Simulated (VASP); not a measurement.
# GaN (P6_3mc) in VASP: further runs, part 2 of 2

VASP 6.6.1.

## 4. Single point, r2SCAN

The input, POSCAR:

```
GaN
1.0
    3.1831495813      0.0000000000      0.0000000000
   -1.5915747906      2.7566884014      0.0000000000
    0.0000000000      0.0000000000      5.1836255286
Ga N
2 2
Direct
    0.3333333333      0.6666666667     -0.0008868509
    0.6666666667      0.3333333333      0.4991131491
    0.3333333333      0.6666666667      0.3758868509
    0.6666666667      0.3333333333      0.8758868509
```

The input, INCAR.step1:

```
SYSTEM = GaN
PREC     = Accurate       ! precision mode
ENCUT    = 660            ! plane-wave cutoff, eV
ISMEAR   = 0              ! smearing method
SIGMA    = 0.01           ! smearing width, eV
LREAL    = .False.        ! projectors in reciprocal space
LASPH    = .True.         ! aspherical terms in the spheres
NELM     = 120            ! most SCF steps
NBANDS   = 26             ! bands
GGA      = PE             ! functional
ALGO     = Normal         ! electronic algorithm
EDIFF    = 1E-5           ! SCF threshold, eV
LWAVE    = .True.         ! write WAVECAR
LCHARG   = .False.        ! write CHGCAR
GGA_COMPAT= .False.
```

The input, INCAR.step2:

```
SYSTEM = GaN
PREC     = Accurate       ! precision mode
ENCUT    = 660            ! plane-wave cutoff, eV
EDIFF    = 1E-6           ! SCF threshold, eV
ISMEAR   = 0              ! smearing method
SIGMA    = 0.01           ! smearing width, eV
LREAL    = .False.        ! projectors in reciprocal space
LASPH    = .True.         ! aspherical terms in the spheres
NELM     = 120            ! most SCF steps
ALGO     = Normal         ! electronic algorithm
ISIF     = 2              ! what is computed and relaxed
LWAVE    = .False.        ! write WAVECAR
LCHARG   = .False.        ! write CHGCAR
METAGGA  = R2SCAN         ! meta-GGA
LMIXTAU  = .True.       
NBANDS   = 26             ! bands
ISTART   = 1            
GGA_COMPAT= .False.
```

The input, KPOINTS:

```
regular mesh
0
Gamma
  9 9 4
  0 0 0
```

Potentials or basis: VASP PAW PBE potentials, release 64 (Ga_d, N).

Launch:

```
$ cat potpaw_PBE.64/Ga_d/POTCAR potpaw_PBE.64/N/POTCAR > POTCAR
$ cp INCAR.step1 INCAR
$ mpirun -np 1 vasp_std > vasp.out
$ cp INCAR.step2 INCAR
$ mpirun -np 1 vasp_std > vasp.out
```

OUTCAR:

```text
SYSTEM = GaN
   PREC = Accurate
   ENCUT = 660
   EDIFF = 1E-6
   ISMEAR = 0
   LREAL = .False.
   LASPH = .True.
   NELM = 120
   ISIF = 2
   METAGGA = R2SCAN
   ISTART = 1

 ion  position               nearest neighbor table
   1  0.333  0.667  0.999-   4 1.95   4 1.95   4 1.95   3 1.95
   2  0.667  0.333  0.499-   3 1.95   3 1.95   3 1.95   4 1.95
   3  0.333  0.667  0.376-   2 1.95   2 1.95   2 1.95   1 1.95
   4  0.667  0.333  0.876-   1 1.95   1 1.95   1 1.95   2 1.95

  LATTYP: Found a hexagonal cell.
 ALAT       =     3.1831495813
 C/A-ratio  =     1.6284580401

  Lattice vectors:

 A1 = (   3.1831495813,   0.0000000000,   0.0000000000)
 A2 = (  -1.5915747906,   2.7566884014,   0.0000000000)
 A3 = (   0.0000000000,   0.0000000000,   5.1836255286)

Analysis of symmetry for initial positions (statically):
=====================================================================
 Subroutine PRICEL returns:
 Original cell was already a primitive cell.

 Routine SETGRP: Setting up the symmetry group for a
 hexagonal supercell.

 Subroutine GETGRP returns: Found 12 space group operations
 (whereof  6 operations were pure point group operations)
 out of a pool of 24 trial point group operations.

The static configuration has the point symmetry C_3v.
 The point group associated with its full space group is C_6v.

Analysis of symmetry for dynamics (positions and initial velocities):
=====================================================================
 Subroutine PRICEL returns:
 Original cell was already a primitive cell.

 Routine SETGRP: Setting up the symmetry group for a
 hexagonal supercell.

 Subroutine GETGRP returns: Found 12 space group operations
 (whereof  6 operations were pure point group operations)
 out of a pool of 24 trial point group operations.

The dynamic configuration has the point symmetry C_3v.
 The point group associated with its full space group is C_6v.

 Subroutine INISYM returns: Found 12 space group operations
 (whereof  6 operations are pure point group operations),
[... 120 lines left out ...]
     AMIX_MAG =   1.60;   BMIX_MAG =  1.00
  volume/ion in A,a.u.               =      11.37        76.74
  Fermi-wavevector in a.u.,A,eV,Ry     =   1.514315  2.861640 31.200198  2.293150
  Thomas-Fermi vector in A             =   2.623989
   LORBIT       =      0    0 simple, 1 ext, 2 COOP (PROOUT), +10 PAW based schemes
   METAGGA = R2SCAN    functional components
   LHFCALC =     F    Hartree Fock is set to
   AEXX    =    0.0000 exact exchange contribution
   IVDW    =     0    specifies the selected vdW correction
   LEPSILON=     F    determine dielectric tensor
   LRPA    =     F    only Hartree local field effects (RPA)
 non-spin polarized calculation
 Gauss-broadening in eV      SIGMA  =   0.01
  energy-cutoff  :      660.00
  volume of cell :       45.49
 maximum number of plane-waves:      1772
 NGX is ok and might be reduce to    28
   NGX = 13   NGY = 13   NGZ = 21

 number of electron      36.0000004 magnetization

 Free energy of the ion-electron system (eV)
  ---------------------------------------------------
  ext. energy  EPLUGINS =         0.00000000
  ---------------------------------------------------
  free energy    TOTEN  =       -43.82185337 eV

  energy without entropy =      -43.82185337  energy(sigma->0) =      -43.82185337

 E-fermi :   5.1605     XC(G=0): -12.6634

 val. band max:        5.1012704367   @ k =   0.0000   0.0000   0.0000
 cond. band min:       7.4446575085   @ k =   0.0000   0.0000   0.0000
 fundamental gap:      2.3433870718
 Fermi energy:         5.1604504977

 k-point     1 :       0.0000    0.0000    0.0000
  band No.  band energies     occupation
      1     -11.7116      2.00000
      2     -10.7054      2.00000
      3      -8.7289      2.00000
      4      -8.7134      2.00000
      5      -8.7134      2.00000
      6      -8.6450      2.00000
[... 685 lines left out ...]
     25      19.0504      0.00000
     26      19.5472      0.00000

 [... further k-points ...]

------------------------ aborting loop because EDIFF is reached ----------------------------------------

  FORCE on cell =-STRESS in cart. coord.  units (eV):
  Direction    XX          YY          ZZ          XY          YZ          ZX
  --------------------------------------------------------------------------------------
  -------------------------------------------------------------------------------------
  Total        0.2957562      0.2957562      0.3034525      0.0000000      0.0000000      0.0000000
  in kB       10.4175627     10.4175626     10.6886521      0.0000000      0.0000000      0.0000000
  external PRESSURE =      10.5079258 kB  Pullay stress =       0.0000000 kB

 VOLUME and BASIS-vectors are now :
 -----------------------------------------------------------------------------
  energy-cutoff  :      660.00
  volume of cell :       45.49
      direct lattice vectors                 reciprocal lattice vectors
     3.183149581  0.000000000  0.000000000     0.314154260  0.181377046  0.000000000
    -1.591574791  2.756688401  0.000000000     0.000000000  0.362754093  0.000000000
     0.000000000  0.000000000  5.183625529     0.000000000  0.000000000  0.192915170

 POSITION                                       TOTAL-FORCE (eV/Angst)
 -----------------------------------------------------------------------------------
     -0.00000      1.83779      5.17903        -0.000000      0.000000      0.002219
      1.59157      0.91890      2.58722         0.000000     -0.000000      0.002219
     -0.00000      1.83779      1.94846        -0.000000      0.000000     -0.002219
      1.59157      0.91890      4.54027        -0.000000      0.000000     -0.002219
 -----------------------------------------------------------------------------------
    total drift:                                0.000001      0.000001     -0.002527

  FREE ENERGIE OF THE ION-ELECTRON SYSTEM (eV)
  ---------------------------------------------------
  free  energy   TOTEN  =       -43.8218533706 eV

  energy  without entropy=      -43.8218533706  energy(sigma->0) =      -43.82185337
```

OUTCAR.step1:

```text
SYSTEM = GaN
   PREC = Accurate
   ENCUT = 660
   ISMEAR = 0
   LREAL = .False.
   LASPH = .True.
   NELM = 120
[... 927 lines left out ...]
      1.59157      0.91890      2.58722        -0.000000      0.000000      0.005278
     -0.00000      1.83779      1.94846        -0.000000     -0.000000     -0.005278
      1.59157      0.91890      4.54027         0.000000     -0.000000     -0.005278
 -----------------------------------------------------------------------------------
    total drift:                               -0.000000     -0.000000      0.000391

  FREE ENERGIE OF THE ION-ELECTRON SYSTEM (eV)
  ---------------------------------------------------
  free  energy   TOTEN  =       -24.3042577480 eV

  energy  without entropy=      -24.3042577480  energy(sigma->0) =      -24.30425775
```

OSZICAR.step1:

```text
N       E                     dE             d eps       ncg     rms          rms(c)
DAV:   1     0.312196313118E+03    0.31220E+03   -0.20233E+04  2042   0.299E+03
DAV:   2     0.140998334109E+02   -0.29810E+03   -0.28059E+03  1976   0.549E+02
DAV:   3    -0.267470067491E+02   -0.40847E+02   -0.40212E+02  2198   0.161E+02
DAV:   4    -0.283046754032E+02   -0.15577E+01   -0.15499E+01  2248   0.333E+01
DAV:   5    -0.283388406953E+02   -0.34165E-01   -0.34120E-01  2328   0.474E+00    0.109E+01
DAV:   6    -0.242141849131E+02    0.41247E+01   -0.99632E+00  3118   0.502E+01    0.298E+00
DAV:   7    -0.243223460922E+02   -0.10816E+00   -0.15131E+00  1986   0.101E+01    0.269E+00
DAV:   8    -0.243193394969E+02    0.30066E-02   -0.15233E-01  2984   0.546E+00    0.830E-01
DAV:   9    -0.243036902984E+02    0.15649E-01   -0.53149E-02  3068   0.395E+00    0.350E-01
DAV:  10    -0.243043246629E+02   -0.63436E-03   -0.43564E-03  1976   0.532E-01    0.650E-02
DAV:  11    -0.243042488126E+02    0.75850E-04   -0.74733E-04  2614   0.517E-01    0.461E-02
DAV:  12    -0.243042577480E+02   -0.89354E-05   -0.91676E-05  2022   0.700E-02
   1 F= -.24304258E+02 E0= -.24304258E+02  d E =-.254855E-72
```

Run time: 3.2 min. Hardware: 1 thread of Intel Xeon 6975P-C, shared host; peak memory 0.23 GiB.

Results:

```
Free energy            : -43.8219 eV
Pressure               : 1.1 GPa
Band gap on the k mesh : 2.34 eV, direct
```

Forces on the atoms (eV/Å):
```
Ga   0.000  0.000  0.002
Ga   0.000  0.000  0.002
N    0.000  0.000 -0.002
N    0.000  0.000 -0.002
```

Caveat: the PAW data sets were made with another functional, which shifts forces and pressure a little.

## 5. Comparison with measurements

Step 3. Measured gap of GaN: 3.503 eV (direct; quoted in “Studying electronic properties in GaN without electrical contacts using γ-γ vs e−-γ Perturbed Angular Correlations”, 2019, pmc:6823545). This calculation gives 2.34 eV (-1.16 eV). Spin-orbit coupling on Ga is left out. The value is that of r2SCAN, without temperature or zero-point motion.

Step 4. Against the measured gap of GaN, 3.503 eV (direct; quoted in “Studying electronic properties in GaN without electrical contacts using γ-γ vs e−-γ Perturbed Angular Correlations”, 2019, pmc:6823545), the calculated 2.34 eV is off by -1.16 eV. Spin-orbit coupling on Ga is left out. The value is that of r2SCAN, without temperature or zero-point motion.
